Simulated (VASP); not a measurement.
Runs of VASP 6.6.1 on NaH. The structure is that of space group Fm-3m (No. 225), or close to it. The cells are those of the table. 

```csv
task,level,cell,k mesh,cutoff (eV),smearing,grid for exact exchange (PRECFOCK),share of exact exchange,screening parameter,gap on the mesh (eV),pressure (GPa)
single point,PBE0,"a = 3.391 Å, angles 60.0°, 2 atoms",6 × 6 × 6,520,gaussian 0.01 eV,Normal,0.25,-,5.63,0.2
single point,HF,"a = 3.391 Å, angles 60.0°, 2 atoms",6 × 6 × 6,520,gaussian 0.01 eV,Normal,1,-,(c),2.0
single point,HSE06,"a = 3.391 Å, angles 60.0°, 2 atoms",6 × 6 × 6,520,gaussian 0.01 eV,Normal,0.25,0.2079 1/Å,4.89,0.2
single point,r2SCANh,"a = 3.391 Å, angles 60.0°, 2 atoms",6 × 6 × 6,520,gaussian 0.01 eV,Normal,0.1,-,5.08,(a)
dielectric tensor,PBE,"a = 3.391 Å, angles 60.0°, 2 atoms",8 × 8 × 8,520,gaussian 0.01 eV,-,-,-,(b),-
relaxation of cell and atoms,r2SCAN,"relaxed from a = 3.416 Å, angles 60.0°, 2 atoms",8 × 8 × 8,600,fermi-dirac 0.02 eV,-,-,-,4.43,0.0
```

Alike in all rows: potentials or basis VASP PAW PBE potentials, release 64 (Na_pv, H); no spin polarisation.

Question: Estimate the missing entries.

Answer: (a) -0.3; (b) 3.80; (c) 11.76.

Caveats: the PAW data sets were made with another functional, which shifts forces and pressure a little (at least some runs).

A k mesh can miss the band edges.
